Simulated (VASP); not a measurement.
Write the native input for VASP 6.6.1 that does the following.

```yaml
Task: single point
Functional: PBEsol
Potentials_or_basis: VASP PAW PBE potentials, release 64 (Au)
Cutoff: 520 eV
k_mesh: 14 × 14 × 8
Occupations: gaussian, width 0.15 eV
Spin: no spin polarisation
Dipole_correction: no
Further_INCAR_settings: ALGO = Fast; EDIFF = 1e-06; NBANDS = 18
```

The structure of Au lies in POSCAR:

```
Au
1.0
    1.4100150320     -2.5170030990      0.0000000000
    1.4100150320      2.5170030990      0.0000000000
    0.0000000000      0.0000000000      4.8006775515
Au
2
Direct
    0.6498451762      0.3333498179      0.2524939816
    0.3501548238      0.6666501821      0.7475060184
```

This cell differs from its parent crystal: atoms moved at random.

One way to write it, as run:

INCAR

```
PREC = Accurate ; ENCUT = 520
EDIFF = 1E-6 ; ISMEAR = 0
SIGMA = 0.15 ; LREAL = F
LASPH = T ; NELM = 100
ALGO = Fast ; ISIF = 2
LWAVE = F ; LCHARG = F
GGA = PS ; NBANDS = 18
```

KPOINTS

```
regular mesh
0
Gamma
  14 14 8
```

Potentials or basis: VASP PAW PBE potentials, release 64 (Au).

Command:

```bash
$ cat potpaw_PBE.64/Au/POTCAR > POTCAR
$ mpirun -np 1 vasp_std > vasp.out
```

Results of the run:

```
Pressure               : -0.2 GPa
Largest force          : 0.192 eV/Å
Band gap on the k mesh : zero (band 11 reaches 13.20 eV, above the bottom of band 12 at 6.74 eV)
```

Caveat: the cell differs from its parent crystal (atoms moved at random); the PAW data sets were made with another functional, which shifts forces and pressure a little; spin-orbit coupling is left out, which moves the levels of the heavy elements.

It took 3.7 min on 1 thread of Intel(R) Xeon(R) Platinum 8375C CPU @ 2.90GHz (Ice Lake), on a shared host, peak memory 0.48 GiB.
